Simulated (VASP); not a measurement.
Write the native input for VASP 6.6.1 that does the following.

```
Task                   : single point
Functional             : PBE
Potentials or basis    : VASP PAW PBE potentials, release 64 (Al, Ga_d, As)
Cutoff                 : 520 eV
k mesh                 : 4 × 2 × 2
Occupations            : gaussian, width 0.1 eV
Spin                   : no spin polarisation
Dipole correction      : no
Further INCAR settings : ALGO = Normal; EDIFF = 1e-07; NBANDS = 46
```

The structure of Al2GaAs3 lies in POSCAR:

```
Al2GaAs3
1.0
    4.0756581265      0.0002472897      0.0000125334
    0.0003056559      6.9966797585     -0.0175552975
   -0.0011541425     -0.0252911387      9.9117122233
Al Ga As
4 2 6
Direct
   -0.0001052701      0.3333967181      0.6669000096
    0.4996869813      0.8335815308      0.6667527544
    0.4998960280      0.1668912136      0.3338040768
   -0.0000498310      0.6666522113      0.3339440273
    0.5003586429      0.5003063922      0.9994348814
    1.0001021043      1.0000099189      0.9997088549
   -0.0003245918     -0.0003560050      0.7490809793
    0.5001620133      0.4997252395      0.7488497531
   -0.0000496620      0.3330964090      0.4166097074
    0.4999673085      0.8332174472      0.4164205738
    0.5000854242      0.1667842905      0.0841985914
    0.0002708523      0.6666946339      0.0842957905
```

These files were run (other wordings do the same):

INCAR

```
  ALGO = Normal
  EDIFF = 1E-7
  ENCUT = 520
  GGA = PE
  ISIF = 2
  ISMEAR = 0
  LASPH = T
  LCHARG = T
  LELF = T
  LREAL = F
  LVHAR = T
  LWAVE = F
  NBANDS = 46
  NELM = 60
  PREC = Accurate
  SIGMA = 0.1
```

KPOINTS

```
k-points
0
Gamma
  4 2 2
```

Potentials or basis: VASP PAW PBE potentials, release 64 (Al, Ga_d, As).

The run is started by

```sh
$ cat potpaw_PBE.64/Al/POTCAR potpaw_PBE.64/Ga_d/POTCAR potpaw_PBE.64/As/POTCAR > POTCAR
$ mpirun -np 1 vasp_std > vasp.out
```

Results of the run:

| Item | Value |
| --- | --- |
| Pressure | 0.2 GPa |
| Largest force | 0.025 eV/Å |
| Band gap on the k mesh | 0.92 eV |

Caveat: the k points lie up to 0.45 Å⁻¹ apart.

It took 3.7 min on 1 thread of Intel(R) Xeon(R) Platinum 8375C CPU @ 2.90GHz (Ice Lake), on a shared host, peak memory 0.39 GiB.
